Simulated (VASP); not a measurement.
Set up this calculation in VASP 6.6.1, as the native input.

```
Task                    : density of states
Functional              : PBE
Potentials or basis     : VASP PAW PBE potentials, release 64 (Si, W_sv)
Cutoff                  : 520 eV
k mesh                  : 8 × 8 × 8
Occupations             : gaussian, width 0.1 eV
Spin                    : no spin polarisation
Dipole correction       : no
k mesh for the DOS      : 12 × 12 × 12
Occupations for the DOS : tetrahedron
Further INCAR settings  : ALGO = Fast; EDIFF = 1e-07; NBANDS = 41
```

Crystal: SiW2.

```
Si W
1.0
    -2.98893    2.98893    2.46257
     2.98893   -2.98893    2.46257
     2.98893    2.98893   -2.46257
Si W
2 4
Direct
  0.25000 0.25000 0.00000
  0.75000 0.75000 0.00000
  0.15923 0.65923 0.81845
  0.84077 0.34077 0.18155
  0.65923 0.84077 0.50000
  0.34077 0.15923 0.50000
```

One way to write it, as run:

POSCAR

```
SiW2
1.0
   -2.9889343271      2.9889343271      2.4625707935
    2.9889343271     -2.9889343271      2.4625707935
    2.9889343271      2.9889343271     -2.4625707935
Si W
2 4
Direct
    0.2500000000      0.2500000000      0.0000000000
    0.7500000000      0.7500000000      0.0000000000
    0.1592272701      0.6592272701      0.8184545401
    0.8407727299      0.3407727299      0.1815454599
    0.6592272701      0.8407727299      0.5000000000
    0.3407727299      0.1592272701      0.5000000000
```

INCAR.step1

```
SYSTEM = SiW2
  PREC = Accurate
  ENCUT = 520
  EDIFF = 1E-7
  ISMEAR = 0
  SIGMA = 0.1
  LREAL = .FALSE.
  LASPH = .TRUE.
  NELM = 80
  ALGO = Fast
  ISIF = 2
  LWAVE = .FALSE.
  LCHARG = .TRUE.
  LMAXMIX = 4
  GGA = PE
  NBANDS = 41
```

KPOINTS.step1

```
Automatic mesh
0
G
  8 8 8
  0 0 0
```

INCAR.step2

```
SYSTEM = SiW2
  PREC = Accurate
  ENCUT = 520
  EDIFF = 1E-7
  ISMEAR = -5
  SIGMA = 0.1
  LREAL = .FALSE.
  LASPH = .TRUE.
  NELM = 80
  ALGO = Fast
  ISIF = 2
  LWAVE = .FALSE.
  LCHARG = .FALSE.
  LMAXMIX = 4
  GGA = PE
  LORBIT = 11
  NBANDS = 41
  NEDOS = 1001
  ICHARG = 11
```

KPOINTS.step2

```
Automatic mesh
0
G
  12 12 12
  0 0 0
```

Potentials or basis: VASP PAW PBE potentials, release 64 (Si, W_sv).

Run with:

```sh
$ cat potpaw_PBE.64/Si/POTCAR potpaw_PBE.64/W_sv/POTCAR > POTCAR
$ cp INCAR.step1 INCAR
$ cp KPOINTS.step1 KPOINTS
$ mpirun -np 1 vasp_std > vasp.out
$ cp INCAR.step2 INCAR
$ cp KPOINTS.step2 KPOINTS
$ mpirun -np 1 vasp_std > vasp.out
```

It gave:

```
Valence electrons inside the program's atomic spheres : Si 1.73; W 12.03
```

Caveat: spin-orbit coupling is left out, which moves the levels of the heavy elements.

It took 8.9 min on 1 thread of Oxide Virtual Turin-like Processor (shared host), peak memory 0.48 GiB.
